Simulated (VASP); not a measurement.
A run of VASP 6.6.1 is set up as follows.

INCAR

```
PREC     = Accurate       # precision mode
ENCUT    = 600            # plane-wave cutoff, eV
EDIFF    = 1E-7           # SCF threshold, eV
ISMEAR   = 0              # smearing method
SIGMA    = 0.02           # smearing width, eV
LREAL    = False          # projectors in reciprocal space
LASPH    = True           # aspherical terms in the spheres
NELM     = 80             # most SCF steps
ALGO     = Normal         # electronic algorithm
ISIF     = 3              # what is computed and relaxed
LWAVE    = False          # write WAVECAR
LCHARG   = False          # write CHGCAR
GGA      = PS             # functional
IVDW     = 12             # dispersion correction
IBRION   = 2              # ionic algorithm
NSW      = 70             # ionic steps
EDIFFG   = -0.008         # ionic threshold
PSTRESS  = 100.0
```

Contents of KPOINTS:

```
Automatic mesh
0
Gamma
  12 12 4
```

POSCAR

```
WSe2
1.0
    3.1173916937      0.0000000000      0.0000000000
   -1.5586958469      2.6997404003      0.0000000000
    0.0000000000      0.0000000000      6.4821816437
W Se
1 2
Direct
    0.0000000000      0.0000000000      0.0000000000
    0.3333333333      0.6666666667      0.2553874292
    0.3333333333      0.6666666667      0.7446125708
```

Potentials or basis: VASP PAW PBE potentials, release 64 (W_sv, Se).

Run with:

```sh
$ cat potpaw_PBE.64/W_sv/POTCAR potpaw_PBE.64/Se/POTCAR > POTCAR
$ mpirun -np 1 vasp_std > vasp.out
```

(1) What does it give for the relaxed volume?

(2) Predict the dispersion energy per atom.

(3) What does it give for the relaxed cell?

## Answers

(1) 18.49 Å³/atom.

(2) -0.481 eV.

(3) a = 3.139 Å, b = 3.139 Å, c = 6.500 Å, α = 90.00°, β = 90.00°, γ = 120.00°.

Caveat: the cell is relaxed towards a set pressure, so the enthalpy falls and the energy may rise; the PAW data sets were made with another functional, which shifts forces and pressure a little.
